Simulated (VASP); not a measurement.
A run of VASP 6.6.1 is set up as follows.

File INCAR:

```
ALGO = Normal
EDIFF = 1E-6
ENCUT = 520
GGA = PE
ISIF = 2
ISMEAR = 0
LASPH = True
LCHARG = False
LREAL = Auto
LWAVE = False
NBANDS = 55
NELM = 100
PREC = Accurate
SIGMA = 0.02
```

Contents of KPOINTS:

```
k-points
0
Gamma
  2 2 1
```

File POSCAR:

```
Si16H5Cl
1.0
    7.6791800000      0.0000000000      0.0000000000
    3.8395900000      6.6503650000      0.0000000000
    0.0000000000      0.0000000000     17.4187650000
H Si Cl
5 16 1
Direct
    0.1666667000      0.1666667000      0.0574094000
    0.6666667000      0.1666667000      0.0574094000
    0.1666667000      0.6666667000      0.0574094000
    0.6666667000      0.6666667000      0.0574094000
   -0.4604934837      0.4691048372      0.4533839610
    0.1666667000      0.1666667000      0.1435234000
    0.6666667000      0.1666667000      0.1435234000
    0.1666667000      0.6666667000      0.1435234000
    0.6666667000      0.6666667000      0.1435234000
   -0.1661573521      0.3341312219      0.1849415883
    0.3348764988      0.3324405414      0.1887411583
   -0.1660446123      0.8320179383      0.1866708650
    0.3265693411      0.8369866296      0.1928328826
   -0.1368539896      0.3188345504      0.3189464378
    0.3680530939      0.3042093681      0.3238284769
   -0.1513554490      0.8231164096      0.3217440085
    0.3965068813      0.8168001279      0.3327087406
    0.0519967815     -0.0317037111      0.3301369802
    0.5385498577     -0.0062133963      0.3923043058
    0.0309469784      0.4854927790      0.3635322247
    0.5319194821      0.4749953517      0.3673085170
    0.0124531179      0.4897900875      0.4838976044
```

Potentials or basis: VASP PAW PBE potentials, release 64 (H, Si, Cl).

Command:

```console
$ cat potpaw_PBE.64/H/POTCAR potpaw_PBE.64/Si/POTCAR potpaw_PBE.64/Cl/POTCAR > POTCAR
$ mpirun -np 1 vasp_std > vasp.out
```

Estimate the band gap on the k mesh.

0.50 eV.

Predict the largest force.

0.325 eV/Å.

Forces in eV/Å, atoms in the order of the input:
```
H    0.065 -0.118 -0.051
H    0.035 -0.022 -0.063
H    0.125 -0.006 -0.073
H   -0.135  0.092 -0.073
H    0.008  0.000  0.001
Si   0.181  0.082  0.034
Si  -0.031 -0.071 -0.036
Si  -0.041 -0.169  0.145
Si  -0.216  0.217  0.110
Si   0.002  0.005  0.019
Si   0.001  0.002  0.002
Si   0.006  0.000  0.018
Si   0.019 -0.012  0.008
Si  -0.001 -0.006 -0.005
Si  -0.014  0.000  0.010
Si   0.008 -0.002 -0.003
Si  -0.011 -0.001 -0.014
Si  -0.013  0.010 -0.004
Si   0.002  0.006 -0.010
Si   0.001 -0.006  0.033
Si   0.011  0.000 -0.010
Cl  -0.003 -0.003 -0.036
```

Caveat: the k points lie up to 0.47 Å⁻¹ apart.
